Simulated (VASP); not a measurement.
Input of a VASP 6.6.1 run:

The input INCAR:

```
ALGO = Normal
EDIFF = 1E-6
ENCUT = 520
GGA = PS
ISIF = 2
ISMEAR = -1
ISPIN = 2
LASPH = True
LCHARG = False
LMAXMIX = 4
LORBIT = 11
LREAL = False
LWAVE = False
MAGMOM = 1 0
NBANDS = 19
NELM = 150
PREC = Accurate
SIGMA = 0.05
```

KPOINTS

```
k-points
0
Gamma
  11 11 11
```

Contents of POSCAR:

```
NiO
1.0
    0.0000000000      2.0587092193      2.0587092193
    2.0587092193      0.0000000000      2.0587092193
    2.0587092193      2.0587092193      0.0000000000
Ni O
1 1
Direct
    0.0000000000      0.0000000000      0.0000000000
    0.5000000000      0.5000000000      0.5000000000
```

Potentials or basis: VASP PAW PBE potentials, release 64 (Ni, O).

Launch:

```bash
$ cat potpaw_PBE.64/Ni/POTCAR potpaw_PBE.64/O/POTCAR > POTCAR
$ mpirun -np 1 vasp_std > vasp.out
```

Question: Predict the pressure.

Answer: -0.2 GPa.

Question: Predict the site moments.

Answer: Ni +1.04; O +0.17 μB.

Question: Estimate the net moment.

Answer: 1.24 μB per cell.

Caveat: the PAW data sets were made with another functional, which shifts forces and pressure a little; a cell with one magnetic atom can't hold antiferromagnetic order, which such compounds often take; semilocal functionals often make such compounds metallic where correlation or magnetic order opens a gap, which also shifts bond lengths.

**Experimental background.**

From “Local correlations, non-local screening, multiplets, and band formation in NiO”, 2012, arxiv:1210.6675, for a bulk crystal of NiO: band gap 4.3 eV.

Measured gap of NiO: 4.3 eV (quoted in “Local correlations, non-local screening, multiplets, and band formation in NiO”, 2012, arxiv:1210.6675). This calculation gives 0.00 eV (-4.30 eV). So large a miss can be the level of theory's own, or it may mean another phase, state or a wrong row. The value is that of PBEsol on a finite k mesh, which can miss the band edges, without temperature or zero-point motion. Semilocal functionals fall short of measured gaps as a rule. The run's magnetic order (collinear spin, ferromagnetic start) needn't be the measured crystal's.
